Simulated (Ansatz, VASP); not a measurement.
# One calculation of Sn3PdO8, two programs

```
CELL_PARAMETERS angstrom
4.73735 0.00000 0.00000
0.00000 4.73735 0.00000
0.00000 0.00000 6.37280
ATOMIC_POSITIONS crystal
Pd 0.00000 0.00000 0.00000
Sn 0.00000 0.00000 0.50000
Sn 0.50000 0.50000 0.24640
Sn 0.50000 0.50000 0.75360
O 0.30028 0.30028 0.00000
O 0.30836 0.30836 0.50000
O 0.18970 0.81030 0.24409
O 0.18970 0.81030 0.75591
O 0.69972 0.69972 0.00000
O 0.69164 0.69164 0.50000
O 0.81030 0.18970 0.24409
O 0.81030 0.18970 0.75591
```

Alike in both runs: task single point; functional PBEsol; k mesh 4 × 4 × 3; occupations gaussian, width 0.05 eV; collinear spin; Hubbard terms Pd d U = 4.0 eV.

|  | VASP | Ansatz |
| --- | --- | --- |
| version | VASP 6.6.1 | Ansatz 0.2.0 |
| potentials or method | VASP PAW PBE potentials, release 64 (Pd, Sn_d, O), cutoff 520 eV | scalar-relativistic, plane waves, PAW |
| valence electrons in the cell | 100 | 108 |

```csv
,VASP,Ansatz,Ansatz less VASP
gap on the k mesh at the Fermi level (eV),0.70,0.73,+0.034
least direct gap on the mesh (eV),0.73,0.74,+0.009
pressure (GPa),-3.3,-2.1,+1.13
"traceless stress, the component that is largest in VASP (GPa)",-1.11,-0.91,+0.200
rms of the force components (eV/Å),0.140,0.025,-0.1147
net moment per atom (μB),0.00,0.00,0.000
```

VASP's potentials were made for PBE, not for PBEsol. The programs project onto different local orbitals, so the same U acts differently, and such runs can settle in different states. Atom by atom the forces differ by 0.164 eV/Å (rms over components). VASP's potentials hold 100 valence electrons a cell and Ansatz's 108, so a difference there can come from the potentials and not from the codes. Ansatz's warnings: seeded moment not kept.
